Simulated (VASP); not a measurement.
Here is a VASP 6.6.1 calculation.

Contents of INCAR:

```
PREC = Accurate
ENCUT = 700
EDIFF = 1E-6
ISMEAR = -1
SIGMA = 0.05
LREAL = F
LASPH = T
NELM = 120
ALGO = Normal
ISIF = 2
LWAVE = F
LCHARG = F
GGA = PS
NBANDS = 46
GGA_COMPAT = F
```

KPOINTS

```
Automatic mesh
0
Gamma
  12 12 4
```

Contents of POSCAR:

```
Cu
1.0
    2.5137785214      0.0000000000      0.0000000000
   -1.2568892608      2.1769960591      0.0000000000
    0.0000000000      0.0000000000      8.2063649859
Cu
4
Direct
    0.6666666667      0.3333333333      0.7500000000
    0.0000000000      0.0000000000      0.5000000000
    0.3333333333      0.6666666667      0.2500000000
    0.0000000000      0.0000000000      0.0000000000
```

Potentials or basis: VASP PAW PBE potentials, release 64 (Cu_sv_GW).

Launch:

```console
$ cat potpaw_PBE.64/Cu_sv_GW/POTCAR > POTCAR
$ mpirun -np 1 vasp_std > vasp.out
```

Question: What does it give for the pressure?

Answer: -3.3 GPa.

Question: What does it give for the band gap on the k mesh?

Answer: Zero (band 38 reaches 11.46 eV, above the bottom of band 39 at 6.24 eV).

Stress tensor (GPa, compression positive):
```
-3.18  0.00  0.00
 0.00 -3.18  0.00
 0.00  0.00 -3.66
```

Caveat: the PAW data sets were made with another functional, which shifts forces and pressure a little.
